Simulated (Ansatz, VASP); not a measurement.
# One calculation of MgF2, two programs

File POSCAR:

```
MgF2
1.0
    4.6220159513      0.0000000000      0.0000000000
    0.0000000000      4.6220159513      0.0000000000
    0.0000000000      0.0000000000      3.0461118667
Mg F
2 4
Direct
    0.5000000000      0.5000000000      0.5000000000
    0.0000000000      0.0000000000      0.0000000000
    0.6970494155      0.6970494155      0.0000000000
    0.8029505845      0.1970494155      0.5000000000
    0.3029505845      0.3029505845      0.0000000000
    0.1970494155      0.8029505845      0.5000000000
```

INCAR.step1

```
SYSTEM = MgF2
PREC = Accurate
ENCUT = 660
ISMEAR = 0
SIGMA = 0.01
LREAL = .False.
LASPH = .True.
NELM = 120
NBANDS = 25
GGA = PE
ALGO = Normal
EDIFF = 1E-5
LWAVE = .True.
LCHARG = .False.
GGA_COMPAT = .False.
```

INCAR.step2

```
SYSTEM = MgF2
PREC = Accurate
ENCUT = 660
EDIFF = 1E-6
ISMEAR = 0
SIGMA = 0.01
LREAL = .False.
LASPH = .True.
NELM = 120
ALGO = Normal
ISIF = 2
LWAVE = .False.
LCHARG = .True.
METAGGA = R2SCAN
LMIXTAU = .True.
LELF = .True.
LVHAR = .True.
NBANDS = 25
ISTART = 1
GGA_COMPAT = .False.
```

File KPOINTS:

```
regular mesh
0
Gamma
  6 6 8
  0 0 0
```

Input for Ansatz:

```yaml
crystal:
  lattice:
    - [4.6220159513, 0.0, 0.0]
    - [0.0, 4.6220159513, 0.0]
    - [0.0, 0.0, 3.0461118667]
  atoms:
    - { symbol: Mg, position: [0.5, 0.5, 0.5] }
    - { symbol: Mg, position: [0.0, 0.0, 0.0] }
    - { symbol: F, position: [0.6970494155, 0.6970494155, 0.0] }
    - { symbol: F, position: [0.8029505845, 0.1970494155, 0.5] }
    - { symbol: F, position: [0.3029505845, 0.3029505845, 0.0] }
    - { symbol: F, position: [0.1970494155, 0.8029505845, 0.5] }
kpoints:
  mp_grid: { grid: [6, 6, 8] }
  band_path:
    path:
      - [0.0, 0.0, 0.0]
      - [0.0, 0.5, 0.0]
      - [0.5, 0.5, 0.0]
      - [0.0, 0.0, 0.5]
      - [0.0, 0.5, 0.5]
      - [0.5, 0.5, 0.5]
    npoints: 1
hamiltonian:
  xc: r2scan
scf:
  occupations: { method: fixed }
  n_extra_bands: 5
output:
  forces: true
  stress: true
  eigenvalues: true
```

Alike in both runs: task single point; functional r2SCAN; k mesh 6 × 6 × 8; no spin polarisation.

|  | VASP | Ansatz |
| --- | --- | --- |
| version | VASP 6.6.1 | Ansatz 0.2.0 |
| potentials or method | VASP PAW PBE potentials, release 64 (Mg, F) | plane waves, PAW |
| plane-wave cutoff (eV) | 660 | 500 |
| occupations | gaussian, width 0.01 eV | fixed |
| valence electrons in the cell | 32 | 48 |

|  | VASP | Ansatz | Ansatz less VASP |
| --- | --- | --- | --- |
| gap on the k mesh at the Fermi level (eV) | 8.03 | 8.07 | +0.037 |
| pressure (GPa) | -1.5 | 0.0 | +1.46 |
| traceless stress, the component that is largest in VASP (GPa) | -0.09 | 0.00 | +0.092 |
| rms of the force components (eV/Å) | 0.003 | 0.000 | -0.0032 |

VASP's potentials were made for PBE, not for r2SCAN. Atom by atom the forces differ by 0.003 eV/Å (rms over components). VASP's potentials hold 32 valence electrons a cell and Ansatz's 48, so a difference there can come from the potentials and not from the codes.
